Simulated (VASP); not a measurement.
# SnTe (Pmmm) in VASP: further runs

SnTe is run at these levels: PBE; tasks: single point, relaxation of cell and atoms.

Everything below comes from runs of VASP 6.6.1. Logs are shortened: lines on timing, memory, paths and dates and some standing lists are left out, and cuts for length are marked.

### 1 The cell of the first run

The structure is orthorhombic, space group Pmmm (No. 47). The conventional cell has a = 2.703 Å, b = 4.479 Å, c = 4.946 Å, α = 90.00°, β = 90.00°, γ = 90.00°. Within 3.6 Å of Sn (site symmetry mmm) lie 2 Sn at 2.70 Å and 4 Te at 2.82 Å. Within 3.6 Å of Te (site symmetry mmm) lie 2 Te at 2.70 Å and 4 Sn at 2.82 Å.

The cell was generated, and may not be a known phase.

### 2 Single point, PBE

File INCAR:

```
SYSTEM = SnTe
PREC = Accurate
ENCUT = 520
EDIFF = 1E-6
ISMEAR = 0
SIGMA = 0.1
LREAL = .FALSE.
LASPH = .TRUE.
NELM = 60
ALGO = Normal
ISIF = 2
LWAVE = .FALSE.
LCHARG = .FALSE.
GGA = PE
NBANDS = 17
```

File KPOINTS:

```
Automatic mesh
0
G
  6 4 4
  0 0 0
```

File POSCAR:

```
SnTe
1.0
    2.7034621400      0.0000000000      0.0000000000
    0.0000000000      4.4794703800      0.0000000000
    0.0000000000      0.0000000000      4.9464416100
Sn Te
1 1
Direct
    0.5000000000      0.0000000000      0.0000000000
    0.0000000000      0.0000000000      0.5000000000
```

Potentials or basis: VASP PAW PBE potentials, release 64 (Sn_d, Te).

Command:

```sh
$ cat potpaw_PBE.64/Sn_d/POTCAR potpaw_PBE.64/Te/POTCAR > POTCAR
$ mpirun -np 1 vasp_std > vasp.out
```

OUTCAR:

```text
SYSTEM = SnTe
   PREC = Accurate
   ENCUT = 520
   EDIFF = 1E-6
   ISMEAR = 0
   LREAL = .FALSE.
   LASPH = .TRUE.
   NELM = 60
   ISIF = 2
   GGA = PE

 ion  position               nearest neighbor table
   1  0.500  0.000  0.000-   2 2.82   2 2.82   2 2.82   2 2.82
   2  0.000  0.000  0.500-   1 2.82   1 2.82   1 2.82   1 2.82

  LATTYP: Found a simple orthorhombic cell.
 ALAT       =     2.7034621400
 B/A-ratio  =     1.6569384545
 C/A-ratio  =     1.8296692736

  Lattice vectors:

 A1 = (   2.7034621400,   0.0000000000,   0.0000000000)
 A2 = (   0.0000000000,   4.4794703800,   0.0000000000)
 A3 = (   0.0000000000,   0.0000000000,   4.9464416100)

Analysis of symmetry for initial positions (statically):
=====================================================================
 Subroutine PRICEL returns:
 Original cell was already a primitive cell.

 Routine SETGRP: Setting up the symmetry group for a
 simple orthorhombic supercell.

 Subroutine GETGRP returns: Found  8 space group operations
 (whereof  8 operations were pure point group operations)
 out of a pool of  8 trial point group operations.

The static configuration has the point symmetry D_2h.

Analysis of symmetry for dynamics (positions and initial velocities):
=====================================================================
 Subroutine PRICEL returns:
 Original cell was already a primitive cell.

 Routine SETGRP: Setting up the symmetry group for a
 simple orthorhombic supercell.

 Subroutine GETGRP returns: Found  8 space group operations
 (whereof  8 operations were pure point group operations)
 out of a pool of  8 trial point group operations.

The dynamic configuration has the point symmetry D_2h.

 Subroutine INISYM returns: Found  8 space group operations
 (whereof  8 operations are pure point group operations),
 and found     1 'primitive' translations

----------------------------------------------------------------------------------------

                                     Primitive cell

  volume of cell :      59.9018

  direct lattice vectors                    reciprocal lattice vectors
     2.703462140  0.000000000  0.000000000     0.369896062  0.000000000  0.000000000
     0.000000000  4.479470380  0.000000000     0.000000000  0.223240677  0.000000000
     0.000000000  0.000000000  4.946441610     0.000000000  0.000000000  0.202165532

  length of vectors
[... 81 lines left out ...]
   NELM   =     60;   NELMIN=  2; NELMDL= -5     # of ELM steps
   EDIFF  = 0.1E-05   stopping-criterion for ELM
   LREAL  =      F    real-space projection
   EDIFFG = 0.1E-04   stopping-criterion for IOM
   NSW    =      0    number of steps for IOM
   IBRION =     -1    ionic relax: 0-MD 1-quasi-New 2-CG
   NFREE  =      0    steps in history (QN), initial steepest desc. (CG)
   ISIF   =      2    stress and relaxation
   ISYM   =      2    0-nonsym 1-usesym 2-fastsym
   POTIM  = 0.5000    time-step for ionic-motion
   TEBEG  =    0.0;   TEEND  =   0.0 temperature during run
   PSTRESS=    0.0 pullay stress
   NELECT =      20.0000    total number of electrons
   NUPDOWN=      -1.0000    fix difference up-down
   EMIN   =  10.00;   EMAX   =-10.00  energy-range for DOS
   EFERMI =   0.00;   METHOD = LEGACY
   ISMEAR =     0;   SIGMA  =   0.10  broadening in eV -4-tet -1-fermi 0-gaus
   EFERMI_NEDOS =   21; number of points for ismear=-14 and -15
   IALGO  =     38    algorithm
   IMIX   =      4    mixing-type and parameters
     AMIX     =   0.40;   BMIX     =  1.00
     AMIX_MAG =   1.60;   BMIX_MAG =  1.00
  volume/ion in A,a.u.               =      29.95       202.12
  Fermi-wavevector in a.u.,A,eV,Ry     =   1.135721  2.146201 17.549632  1.289862
  Thomas-Fermi vector in A             =   2.272426
   LORBIT       =      0    0 simple, 1 ext, 2 COOP (PROOUT), +10 PAW based schemes
   GGA     = PE    functional components
   LHFCALC =     F    Hartree Fock is set to
   AEXX    =    0.0000 exact exchange contribution
   IVDW    =     0    specifies the selected vdW correction
   LEPSILON=     F    determine dielectric tensor
   LRPA    =     F    only Hartree local field effects (RPA)
 non-spin polarized calculation
 Gauss-broadening in eV      SIGMA  =   0.10
  energy-cutoff  :      520.00
  volume of cell :       59.90
 maximum number of plane-waves:      1628
   NGX = 11   NGY = 17   NGZ = 19

 number of electron      19.9999996 magnetization

 Free energy of the ion-electron system (eV)
  ---------------------------------------------------
  ext. energy  EPLUGINS =         0.00000000
  ---------------------------------------------------
  free energy    TOTEN  =        -4.20638633 eV

  energy without entropy =       -4.19175006  energy(sigma->0) =       -4.19906820

 E-fermi :   7.6050     XC(G=0):  -9.3326

 val. band max:        7.6008523875   @ k =   0.3333   0.2500   0.5000
 cond. band min:       7.6193398607   @ k =   0.0000   0.2500   0.0000
 fundamental gap:      0.0184874732
 Fermi energy:         7.6050272220

 k-point     1 :       0.0000    0.0000    0.0000
  band No.  band energies     occupation
      1     -15.0794      2.00000
      2     -14.5831      2.00000
      3     -14.4752      2.00000
      4     -14.3960      2.00000
      5     -14.2591      2.00000
      6      -7.9482      2.00000
[... 457 lines left out ...]
      4     -14.4297      2.00000
      5     -14.1000      2.00000
      6      -2.8905      2.00000
[... 9 lines left out ...]
     16      17.0637      0.00000
     17      17.8017      0.00000

 [... further k-points ...]

------------------------ aborting loop because EDIFF is reached ----------------------------------------

  FORCE on cell =-STRESS in cart. coord.  units (eV):
  Direction    XX          YY          ZZ          XY          YZ          ZX
  --------------------------------------------------------------------------------------
  -------------------------------------------------------------------------------------
  Total       15.8091073     -0.3911936     14.3309794      0.0000000      0.0000000      0.0000000
  in kB      422.8419646    -10.4631506    383.3068722      0.0000000      0.0000000      0.0000000
  external PRESSURE =     265.2285621 kB  Pullay stress =       0.0000000 kB

 VOLUME and BASIS-vectors are now :
 -----------------------------------------------------------------------------
  energy-cutoff  :      520.00
  volume of cell :       59.90
      direct lattice vectors                 reciprocal lattice vectors
     2.703462140  0.000000000  0.000000000     0.369896062  0.000000000  0.000000000
     0.000000000  4.479470380  0.000000000     0.000000000  0.223240677  0.000000000
     0.000000000  0.000000000  4.946441610     0.000000000  0.000000000  0.202165532

 POSITION                                       TOTAL-FORCE (eV/Angst)
 -----------------------------------------------------------------------------------
      1.35173      0.00000      0.00000         0.000000      0.000000      0.000000
      0.00000      0.00000      2.47322         0.000000      0.000000      0.000000
 -----------------------------------------------------------------------------------
    total drift:                               -0.000000      0.000000     -0.000000

  FREE ENERGIE OF THE ION-ELECTRON SYSTEM (eV)
  ---------------------------------------------------
  free  energy   TOTEN  =        -4.2063863304 eV

  energy  without entropy=       -4.1917500636  energy(sigma->0) =       -4.19906820
```

OSZICAR:

```text
N       E                     dE             d eps       ncg     rms          rms(c)
DAV:   1     0.132919279068E+03    0.13292E+03   -0.96324E+03  1232   0.141E+03
DAV:   2     0.766968932103E+01   -0.12525E+03   -0.12200E+03  1337   0.327E+02
DAV:   3    -0.394228900108E+01   -0.11612E+02   -0.11452E+02  1482   0.916E+01
DAV:   4    -0.427098231656E+01   -0.32869E+00   -0.32799E+00  1581   0.162E+01
DAV:   5    -0.428187325555E+01   -0.10891E-01   -0.10891E-01  1711   0.291E+00    0.110E+01
DAV:   6    -0.422118081161E+01    0.60692E-01   -0.49419E-02  1570   0.154E+00    0.666E+00
DAV:   7    -0.420695056874E+01    0.14230E-01   -0.47346E-02  1470   0.183E+00    0.629E-01
DAV:   8    -0.420657103845E+01    0.37953E-03   -0.74480E-03  1492   0.662E-01    0.161E-01
DAV:   9    -0.420649910370E+01    0.71935E-04   -0.16932E-03  1699   0.424E-01    0.149E-01
DAV:  10    -0.420637520009E+01    0.12390E-03   -0.34512E-04  1546   0.137E-01    0.326E-02
DAV:  11    -0.420638294199E+01   -0.77419E-05   -0.61929E-05  1470   0.433E-02    0.217E-02
DAV:  12    -0.420638519752E+01   -0.22555E-05   -0.18937E-06  1481   0.100E-02    0.188E-02
DAV:  13    -0.420638677446E+01   -0.15769E-05   -0.65690E-06  1292   0.164E-02    0.127E-02
DAV:  14    -0.420638633044E+01    0.44401E-06   -0.34465E-07   812   0.444E-03
   1 F= -.42063863E+01 E0= -.41990682E+01  d E =-.146363E-01
```

stdout:

```text
POSCAR found type information on POSCAR SnTe
 POSCAR found :  2 types and       2 ions
 scaLAPACK will be used
 LDA part: xc-table for (Slater+PW92), standard interpolation
 POSCAR, INCAR and KPOINTS ok, starting setup
 FFT: planning ... GRIDC
 FFT: planning ... GRID_SOFT
 FFT: planning ... GRID
 WAVECAR not read
 entering main loop
```

It took 39 s on 1 thread of Intel Xeon 8259CL, shared host; peak memory 0.19 GiB.

What came out:

| Property | Result |
| --- | --- |
| Free energy | -4.2064 eV |
| Pressure | 26.5 GPa |
| Band gap on the k mesh | zero (bands 10 and 11 overlap by 2.76 eV) |

Stress tensor (GPa, compression positive):
```
42.28  0.00  0.00
 0.00 -1.05  0.00
 0.00  0.00 38.33
```

Levels at points of the mesh, in eV from the Fermi level:
| k point | band 8 | band 9 | band 10 | band 11 | band 12 | band 13 |
| --- | --- | --- | --- | --- | --- | --- |
| (0.00, 0.00, 0.00) | -7.70 | -4.60 | 1.04 | 1.50 | 4.42 | 5.26 |
| (0.50, 0.00, 0.00) | -2.77 | -2.42 | -2.41 | -0.73 | -0.54 | 2.21 |
| (0.00, 0.50, 0.00) | -7.58 | -6.02 | -0.68 | 2.88 | 4.51 | 7.56 |
| (0.50, 0.50, 0.00) | -2.59 | -2.30 | -2.10 | -1.72 | -0.56 | 0.24 |
| (0.00, 0.00, 0.50) | -3.81 | -1.28 | -0.12 | 0.96 | 2.57 | 3.53 |
| (0.50, 0.00, 0.50) | -6.52 | -5.29 | -0.44 | 2.97 | 3.03 | 4.68 |
| (0.00, 0.50, 0.50) | -5.08 | -3.30 | 0.20 | 1.15 | 5.25 | 7.70 |
| (0.50, 0.50, 0.50) | -6.39 | -5.00 | -1.53 | 1.10 | 2.88 | 3.11 |

Caveat: the k points lie up to 0.39 Å⁻¹ apart, too coarse for converged energies and pressures of a metal; spin-orbit coupling is left out, which moves the levels of the heavy elements.

### 3 Relaxation of cell and atoms, PBE

File INCAR:

```
SYSTEM = SnTe
PREC = Accurate
ENCUT = 600
EDIFF = 1E-6
ISMEAR = 0
SIGMA = 0.1
LREAL = .False.
LASPH = .True.
NELM = 100
ALGO = Normal
ISIF = 3
LWAVE = .False.
LCHARG = .False.
GGA = PE
IBRION = 2
NSW = 90
EDIFFG = -0.04
```

File KPOINTS:

```
Automatic mesh
0
Gamma
  6 4 4
  0 0 0
```

POSCAR is that of step 2.

Potentials or basis: VASP PAW PBE potentials, release 64 (Sn_d, Te).

Command:

```sh
$ cat potpaw_PBE.64/Sn_d/POTCAR potpaw_PBE.64/Te/POTCAR > POTCAR
$ mpirun -np 1 vasp_std > vasp.out
```

It took 14 min on 1 thread of Intel Xeon 8259CL, shared host; peak memory 0.23 GiB.

The run converged. Its results:

- Free energy: -7.4645 eV
- Relaxed volume: 31.27 Å³/atom
- Relaxed cell: a = 4.463 Å, b = 3.157 Å, c = 4.439 Å, α = 90.00°, β = 90.00°, γ = 90.00°
- Space group after relaxing (to 0.1 Å): P4/mmm (No. 123)
- Energy gained by relaxing: 1629.0 meV/atom
- Ionic steps: 36
- Pressure after relaxing: 0.0 GPa
- Band gap on the k mesh: zero (bands 10 and 11 overlap by 5.52 eV)

Stress tensor (GPa, compression positive):
```
 0.01  0.00  0.00
 0.00  0.14  0.00
 0.00  0.00 -0.07
```

Step by step:
```tsv
step	energy change (eV)	largest force (eV/Å)	pressure (GPa)	volume (Å³)
1	0.0000	0.0000	26.54	59.90
2	-1.0158	0.0000	-5.68	110.34
3	-1.9451	0.0000	-0.93	81.99
4	-1.9461	0.0000	-0.67	81.52
5	-1.9460	0.0000	-0.42	81.05
6	-1.9688	0.0000	-0.36	79.66
7	-2.1070	0.0000	-1.22	75.41
8	-2.4849	0.0000	-0.53	66.61
9	-2.2439	0.0000	22.49	48.36
10	-2.6074	0.0000	0.57	63.64
11	-2.9397	0.0000	5.90	56.03
12	-2.9070	0.0000	9.15	53.83
13	-2.9386	0.0000	6.98	55.19
14	-2.9432	0.0000	7.15	55.08
15	-2.9515	0.0000	7.71	54.77
16	-2.9403	0.0000	8.97	54.11
17	-2.9525	0.0000	8.01	54.61
18	-2.9615	0.0000	7.79	54.76
19	-2.9871	0.0000	7.13	55.22
20	-3.0321	0.0000	5.91	56.16
21	-3.0989	0.0000	3.84	58.04
22	-3.1575	0.0000	0.70	61.92
23	-3.1588	0.0000	0.16	62.64
24	-3.1753	0.0000	-0.12	62.97
25	-3.2068	0.0000	-0.79	63.95
26	-3.1862	0.0000	-1.47	65.81
27	-3.2116	0.0000	-1.17	64.55
28	-3.2228	0.0000	-0.78	64.08
29	-3.2377	0.0000	0.12	62.93
30	-3.2336	0.0000	1.75	60.53
31	-3.2422	0.0000	0.86	61.94
32	-3.2561	0.0000	0.32	62.23
33	-3.2577	0.0000	0.16	62.37
34	-3.2577	0.0000	0.19	62.35
35	-3.2577	0.0000	0.16	62.36
36	-3.2580	0.0000	0.03	62.54
```

Final structure:
```
Sn Te
1.0
     4.46287    0.00000    0.00000
     0.00000    3.15688    0.00000
     0.00000    0.00000    4.43911
Sn Te
1 1
Direct
  0.50000 0.00000 0.00000
  0.00000 0.00000 0.50000
```

Levels at points of the mesh, in eV from the Fermi level:
```csv
k point,band 7,band 8,band 9,band 10,band 11,band 12,band 13,band 14
"(0.00, 0.00, 0.00)",-6.88,-3.60,-3.54,2.32,2.38,3.32,3.34,6.94
"(0.50, 0.00, 0.00)",-8.98,-2.24,-1.13,-0.52,-0.25,2.87,6.28,7.78
"(0.00, 0.50, 0.00)",-5.47,-4.06,-1.93,-1.87,-1.30,4.93,4.99,5.32
"(0.50, 0.50, 0.00)",-6.46,-4.58,-2.87,-0.68,1.07,1.84,1.86,5.75
"(0.00, 0.00, 0.50)",-8.96,-2.29,-1.17,-0.58,-0.29,2.87,6.29,7.83
"(0.50, 0.00, 0.50)",-7.99,-5.40,-5.39,3.04,4.90,4.94,6.83,8.56
"(0.00, 0.50, 0.50)",-6.44,-4.57,-2.85,-0.72,1.03,1.80,1.81,5.66
"(0.50, 0.50, 0.50)",-5.19,-4.29,-3.56,-3.55,-2.32,2.38,2.39,6.92
```

Caveat: the k points lie up to 0.50 Å⁻¹ apart in the final cell, too coarse for converged energies and pressures of a metal; a cell axis changed by over 15 % at a fixed basis, so the end point is rough; spin-orbit coupling is left out, which moves the levels of the heavy elements.

The gap in the log of VASP goes by the Fermi energy; the results here count the filled bands.